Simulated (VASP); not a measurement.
# Re (Pm-3m) in VASP: a series of runs

The runs below take Re through single point, relaxation of cell and atoms, with PBE.

All numbers are computed with VASP 6.6.1; they aren't measurements. Logs are shortened: lines on timing, memory, paths and dates and some standing lists are left out, and cuts for length are marked.

## Step 1: The cell of the first run

Symmetry: Pm-3m, No. 221, cubic system. The conventional cell has a = 2.522 Å, b = 2.522 Å, c = 2.522 Å, α = 90.00°, β = 90.00°, γ = 90.00°. Re (site symmetry m-3m) has 6 Re at 2.52 Å within 3.3 Å.

## Step 2: Single point, PBE

File INCAR:

```
SYSTEM = Re
ALGO = Normal
EDIFF = 1E-6
ENCUT = 520
GGA = PE
ISIF = 2
ISMEAR = 1
LASPH = .True.
LCHARG = .False.
LREAL = .False.
LWAVE = .False.
NBANDS = 10
NELM = 60
PREC = Accurate
SIGMA = 0.1
```

File KPOINTS:

```
k-points
0
Gamma
  10 10 10
  0 0 0
```

File POSCAR:

```
Re
1.0
    2.5215950700      0.0000000000      0.0000000000
    0.0000000000      2.5215950700      0.0000000000
    0.0000000000      0.0000000000      2.5215950700
Re
1
Direct
    0.0000000000      0.0000000000      0.0000000000
```

Potentials or basis: VASP PAW PBE potentials, release 64 (Re).

Run with:

```console
$ cat potpaw_PBE.64/Re/POTCAR > POTCAR
$ mpirun -np 1 vasp_std > vasp.out
```

OUTCAR:

```text
SYSTEM = Re
   EDIFF = 1E-6
   ENCUT = 520
   GGA = PE
   ISIF = 2
   ISMEAR = 1
   LASPH = .True.
   LREAL = .False.
   NELM = 60
   PREC = Accurate

 ion  position               nearest neighbor table
   1  0.000  0.000  0.000-

  LATTYP: Found a simple cubic cell.
 ALAT       =     2.5215950700

  Lattice vectors:

 A1 = (   2.5215950700,   0.0000000000,   0.0000000000)
 A2 = (   0.0000000000,   2.5215950700,   0.0000000000)
 A3 = (   0.0000000000,   0.0000000000,   2.5215950700)

Analysis of symmetry for initial positions (statically):
=====================================================================
 Subroutine PRICEL returns:
 Original cell was already a primitive cell.

 Routine SETGRP: Setting up the symmetry group for a
 simple cubic supercell.

 Subroutine GETGRP returns: Found 48 space group operations
 (whereof 48 operations were pure point group operations)
 out of a pool of 48 trial point group operations.

The static configuration has the point symmetry O_h .

Analysis of symmetry for dynamics (positions and initial velocities):
=====================================================================
 Subroutine PRICEL returns:
 Original cell was already a primitive cell.

 Routine SETGRP: Setting up the symmetry group for a
 simple cubic supercell.

 Subroutine GETGRP returns: Found 48 space group operations
 (whereof 48 operations were pure point group operations)
 out of a pool of 48 trial point group operations.

The dynamic configuration has the point symmetry O_h .

 Subroutine INISYM returns: Found 48 space group operations
 (whereof 48 operations are pure point group operations),
 and found     1 'primitive' translations

----------------------------------------------------------------------------------------

                                     Primitive cell

  volume of cell :      16.0334

  direct lattice vectors                    reciprocal lattice vectors
     2.521595070  0.000000000  0.000000000     0.396574379  0.000000000  0.000000000
     0.000000000  2.521595070  0.000000000     0.000000000  0.396574379  0.000000000
     0.000000000  0.000000000  2.521595070     0.000000000  0.000000000  0.396574379

  length of vectors
     2.521595070  2.521595070  2.521595070     0.396574379  0.396574379  0.396574379

  position of ions in fractional coordinates (direct lattice)
     0.000000000  0.000000000  0.000000000

  ion indices of the primitive-cell ions
[... 79 lines left out ...]
   NFREE  =      0    steps in history (QN), initial steepest desc. (CG)
   ISIF   =      2    stress and relaxation
   ISYM   =      2    0-nonsym 1-usesym 2-fastsym
   POTIM  = 0.5000    time-step for ionic-motion
   TEBEG  =    0.0;   TEEND  =   0.0 temperature during run
   PSTRESS=    0.0 pullay stress
   NELECT =       7.0000    total number of electrons
   NUPDOWN=      -1.0000    fix difference up-down
   EMIN   =  10.00;   EMAX   =-10.00  energy-range for DOS
   EFERMI =   0.00;   METHOD = LEGACY
   ISMEAR =     1;   SIGMA  =   0.10  broadening in eV -4-tet -1-fermi 0-gaus
   EFERMI_NEDOS =   21; number of points for ismear=-14 and -15
   IALGO  =     38    algorithm
   IMIX   =      4    mixing-type and parameters
     AMIX     =   0.40;   BMIX     =  1.00
     AMIX_MAG =   1.60;   BMIX_MAG =  1.00
  volume/ion in A,a.u.               =      16.03       108.20
  Fermi-wavevector in a.u.,A,eV,Ry     =   1.241935  2.346917 20.985657  1.542402
  Thomas-Fermi vector in A             =   2.376311
   LORBIT       =      0    0 simple, 1 ext, 2 COOP (PROOUT), +10 PAW based schemes
   GGA     = PE    functional components
   LHFCALC =     F    Hartree Fock is set to
   AEXX    =    0.0000 exact exchange contribution
   IVDW    =     0    specifies the selected vdW correction
   LEPSILON=     F    determine dielectric tensor
   LRPA    =     F    only Hartree local field effects (RPA)
 non-spin polarized calculation
 Methfessel and Paxton  Order N= 1 SIGMA  =   0.10
  energy-cutoff  :      520.00
  volume of cell :       16.03
 maximum number of plane-waves:       449
 NGX is ok and might be reduce to    20
   NGX =  9   NGY =  9   NGZ =  9

 number of electron       6.9999998 magnetization

 Free energy of the ion-electron system (eV)
  ---------------------------------------------------
  ext. energy  EPLUGINS =         0.00000000
  ---------------------------------------------------
  free energy    TOTEN  =       -11.02621737 eV

  energy without entropy =      -11.02721633  energy(sigma->0) =      -11.02655035

 E-fermi :   7.3073     XC(G=0): -13.1045

 val. band max:        7.2581680385   @ k =   0.5000   0.0000   0.0000
 cond. band min:       7.3285556561   @ k =   0.5000   0.1000   0.0000
 fundamental gap:      0.0703876176
 Fermi energy:         7.3072906134

 k-point     1 :       0.0000    0.0000    0.0000
  band No.  band energies     occupation
      1      -2.2219      2.00000
      2       1.6048      2.00000
      3       1.6048      2.00000
      4      11.2489      0.00000
      5      11.2489      0.00000
      6      11.2489      0.00000
      7      23.3048      0.00000
      8      23.3048      0.00000
      9      23.3048      0.00000
     10      29.6078      0.00000
[... 287 lines left out ...]
 k-point    24 :       0.3000    0.1000    0.1000
  band No.  band energies     occupation
      1       0.7309      2.00000
      2       2.8621      2.00000
      3       4.6962      2.00000
      4       7.7746     -0.00000
      5       8.3327     -0.00000
      6      10.5453      0.00000
      7      17.9534      0.00000
      8      25.2300      0.00000
      9      25.2996      0.00000
     10      28.4232      0.00000

 [... further k-points ...]

------------------------ aborting loop because EDIFF is reached ----------------------------------------

  FORCE on cell =-STRESS in cart. coord.  units (eV):
  Direction    XX          YY          ZZ          XY          YZ          ZX
  --------------------------------------------------------------------------------------
  -------------------------------------------------------------------------------------
  Total        1.8816548      1.8816548      1.8816548      0.0000000      0.0000000     -0.0000000
  in kB      188.0288566    188.0288566    188.0288566      0.0000000      0.0000000     -0.0000000
  external PRESSURE =     188.0288566 kB  Pullay stress =       0.0000000 kB

 VOLUME and BASIS-vectors are now :
 -----------------------------------------------------------------------------
  energy-cutoff  :      520.00
  volume of cell :       16.03
      direct lattice vectors                 reciprocal lattice vectors
     2.521595070  0.000000000  0.000000000     0.396574379  0.000000000  0.000000000
     0.000000000  2.521595070  0.000000000     0.000000000  0.396574379  0.000000000
     0.000000000  0.000000000  2.521595070     0.000000000  0.000000000  0.396574379

 POSITION                                       TOTAL-FORCE (eV/Angst)
 -----------------------------------------------------------------------------------
      0.00000      0.00000      0.00000         0.000000      0.000000      0.000000
 -----------------------------------------------------------------------------------
    total drift:                               -0.000000      0.000000      0.000000

  FREE ENERGIE OF THE ION-ELECTRON SYSTEM (eV)
  ---------------------------------------------------
  free  energy   TOTEN  =       -11.0262173676 eV

  energy  without entropy=      -11.0272163282  energy(sigma->0) =      -11.02655035
```

OSZICAR:

```text
N       E                     dE             d eps       ncg     rms          rms(c)
DAV:   1     0.729028264036E+01    0.72903E+01   -0.34327E+03  1764   0.764E+02
DAV:   2    -0.111482493383E+02   -0.18439E+02   -0.17189E+02  1778   0.163E+02
DAV:   3    -0.114870086866E+02   -0.33876E+00   -0.33068E+00  1836   0.387E+01
DAV:   4    -0.114894979140E+02   -0.24892E-02   -0.24874E-02  1838   0.176E+00
DAV:   5    -0.114895021195E+02   -0.42055E-05   -0.42060E-05  1602   0.343E-02    0.277E+01
DAV:   6    -0.111461136234E+02    0.34339E+00   -0.33594E-01  1780   0.130E+01    0.127E+01
DAV:   7    -0.110303773949E+02    0.11574E+00   -0.25040E-01  1784   0.108E+01    0.380E-01
DAV:   8    -0.110262314030E+02    0.41460E-02   -0.31253E-03  1478   0.733E-01    0.105E-01
DAV:   9    -0.110262122211E+02    0.19182E-04   -0.10047E-04  1526   0.907E-02    0.228E-02
DAV:  10    -0.110262174986E+02   -0.52775E-05   -0.12294E-05  1778   0.246E-02    0.665E-03
DAV:  11    -0.110262173676E+02    0.13102E-06   -0.10662E-07   830   0.102E-02
   1 F= -.11026217E+02 E0= -.11026550E+02  d E =0.998961E-03
```

It took 5.6 s on 1 thread of Intel Xeon Platinum 8488C (Sapphire Rapids), shared host; peak memory 0.13 GiB.

Results:

- Free energy: -11.0262 eV
- Pressure: 18.8 GPa

Caveat: spin-orbit coupling is left out, which moves the levels of the heavy elements.

## Step 3: Relaxation of cell and atoms, PBE

This run uses another cell than the first one, of 16.19 Å³/atom, 1.010 times its volume.

File INCAR:

```
SYSTEM = Re
ALGO = Normal
EDIFF = 1E-6
EDIFFG = -0.02
ENCUT = 600
GGA = PE
IBRION = 2
ISIF = 3
ISMEAR = 1
LASPH = .TRUE.
LCHARG = .FALSE.
LREAL = .FALSE.
LWAVE = .FALSE.
NELM = 80
NSW = 80
PREC = Accurate
SIGMA = 0.1
```

File KPOINTS:

```
k-points
0
G
  10 10 10
  0 0 0
```

File POSCAR:

```
Re
1.0
    2.5300000000      0.0000000000      0.0000000000
    0.0000000000      2.5300000000      0.0000000000
    0.0000000000      0.0000000000      2.5300000000
Re
1
Direct
    0.0000000000      0.0000000000      0.0000000000
```

Potentials or basis: VASP PAW PBE potentials, release 64 (Re).

Run with:

```console
$ cat potpaw_PBE.64/Re/POTCAR > POTCAR
$ mpirun -np 1 vasp_std > vasp.out
```

Wall time 11 s (1 thread of Intel Xeon Platinum 8488C (Sapphire Rapids), shared host); peak memory 0.13 GiB.

It converged, with:

```yaml
Free_energy: -11.0831 eV
Relaxed_volume: 17.05 Å³/atom
Relaxed_cell: a = 2.574 Å, b = 2.574 Å, c = 2.574 Å, α = 90.00°, β = 90.00°, γ = 90.00°
Space_group_after_relaxing_to_0.05_Å: Pm-3m (No. 221)
Energy_gained_by_relaxing: 39.3 meV/atom
Ionic_steps: 4
Pressure_after_relaxing: 0.0 GPa
```

Step by step:
```
step  energy change (eV)  largest force (eV/Å)  pressure (GPa)  volume (Å³)
   1              0.0000                0.0000           15.50        16.19
   2              0.3069                0.0000          -30.57        20.15
   3             -0.0391                0.0000           -1.07        17.11
   4             -0.0393                0.0000           -0.01        17.05
```

Final structure:
```
Re
1.0
     2.57373    0.00000    0.00000
     0.00000    2.57373    0.00000
     0.00000    0.00000    2.57373
Re
1
Cartesian
  0.0000 0.0000 0.0000
```

Levels at points of the mesh, in eV from the Fermi level:
```csv
k point,band 1,band 2,band 3,band 4,band 5,band 6
"(0.00, 0.00, 0.00)",-9.14,-5.30,-5.30,3.56,3.56,3.56
"(0.50, 0.00, 0.00)",-5.75,-4.38,-0.94,-0.05,-0.05,3.93
"(0.50, 0.50, 0.00)",-6.27,-3.81,0.66,0.66,4.75,4.75
"(0.50, 0.50, 0.50)",-4.70,-4.70,-4.70,6.43,6.43,8.04
```

Caveat: spin-orbit coupling is left out, which moves the levels of the heavy elements.

## Step 4: Relaxation of cell and atoms, PBE, target pressure 20 GPa, at which the enthalpy is minimised

This run uses another cell than the first one, of 16.19 Å³/atom, 1.010 times its volume.

File INCAR:

```
SYSTEM = Re
  PREC = Accurate
  ENCUT = 600
  EDIFF = 1E-6
  ISMEAR = 1
  SIGMA = 0.1
  LREAL = .False.
  LASPH = .True.
  NELM = 60
  ALGO = Normal
  ISIF = 3
  LWAVE = .False.
  LCHARG = .False.
  GGA = PE
  IBRION = 2
  NSW = 80
  EDIFFG = -0.02
  PSTRESS = 200.0
```

File KPOINTS:

```
Automatic mesh
0
Gamma
  10 10 10
  0 0 0
```

POSCAR is that of step 3.

Run with:

```console
$ cat potpaw_PBE.64/Re/POTCAR > POTCAR
$ mpirun -np 1 vasp_std > vasp.out
```

Wall time 9.3 s (1 thread of Intel Xeon Platinum 8488C (Sapphire Rapids), shared host); peak memory 0.13 GiB.

The run converged. Its results:

```yaml
Free_energy: -11.0210 eV
Relaxed_volume: 15.99 Å³/atom
Relaxed_cell: a = 2.519 Å, b = 2.519 Å, c = 2.519 Å, α = 90.00°, β = 90.00°, γ = 90.00°
Space_group_after_relaxing_to_0.05_Å: Pm-3m (No. 221)
Energy_change_on_relaxing_the_enthalpy_is_what_falls: +22.8 meV/atom
Ionic_steps: 3
Pressure_after_relaxing: 19.9 GPa
```

Step by step:
```csv
step,energy change (eV),largest force (eV/Å),pressure (GPa),volume (Å³)
1,0.0000,0.0000,15.50,16.19
2,0.1787,0.0000,40.70,15.15
3,0.0228,0.0000,19.92,15.99
```

Final structure:
```
Re
1.0
     2.51916    0.00000    0.00000
     0.00000    2.51916    0.00000
     0.00000    0.00000    2.51916
Re
1
Direct
  0.00000 0.00000 0.00000
```

Levels at points of the mesh, in eV from the Fermi level:
```csv
k point,band 1,band 2,band 3,band 4,band 5,band 6,band 7
"(0.00, 0.00, 0.00)",-9.55,-5.72,-5.72,3.96,3.96,3.96,16.02
"(0.50, 0.00, 0.00)",-6.00,-4.71,-0.98,-0.05,-0.05,4.39,9.21
"(0.50, 0.50, 0.00)",-6.85,-4.01,0.75,0.75,5.07,5.07,6.84
"(0.50, 0.50, 0.50)",-5.14,-5.14,-5.14,7.14,7.14,7.87,12.54
```

Caveat: the cell is relaxed towards a set pressure, so the enthalpy falls and the energy may rise; spin-orbit coupling is left out, which moves the levels of the heavy elements.

## Step 5: Summary

| task | cell | cutoff (eV) | gap on the mesh (eV) | pressure (GPa) |
| --- | --- | --- | --- | --- |
| single point | a = 2.522 Å, 1 atom | 520 | none | 18.8 |
| relaxation of cell and atoms | relaxed from a = 2.530 Å, 1 atom | 600 | none | 0.0 |
| relaxation of cell and atoms | relaxed to 20 GPa from a = 2.530 Å, 1 atom | 600 | none | 19.9 |

Alike in all rows: level PBE; potentials or basis VASP PAW PBE potentials, release 64 (Re); no spin polarisation; k mesh 10 × 10 × 10; smearing methfessel-paxton 0.1 eV.

Caveats: spin-orbit coupling is left out, which moves the levels of the heavy elements; the cell is relaxed towards a set pressure, so the enthalpy falls and the energy may rise (some runs).

Absolute energies hang on the potentials; compare differences alone.
